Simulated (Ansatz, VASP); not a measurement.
# P in VASP and in Ansatz

```xyz
2
Lattice="0.0000 2.8446 2.8446 2.8446 0.0000 2.8446 2.8446 2.8446 0.0000" Properties=species:S:1:pos:R:3 pbc="T T T"
P     0.7111    0.7111    0.7111
P     4.9780    4.9780    4.9780
```

Alike in both runs: task single point; functional PBE; k mesh 11 × 11 × 11; occupations fermi-dirac, width 0.1 eV; no spin polarisation.

```csv
,VASP,Ansatz
version,VASP 6.6.1,Ansatz 0.2.0
potentials or method,"VASP PAW PBE potentials, release 64 (P), cutoff 520 eV","plane waves (420 eV) with PAW, scalar-relativistic"
valence electrons in the cell,10,10
```

```csv
,VASP,Ansatz,Ansatz less VASP
pressure (GPa),-4.3,-4.2,+0.08
```

The functional is the same, so the differences come from potentials, cutoffs and numerics.
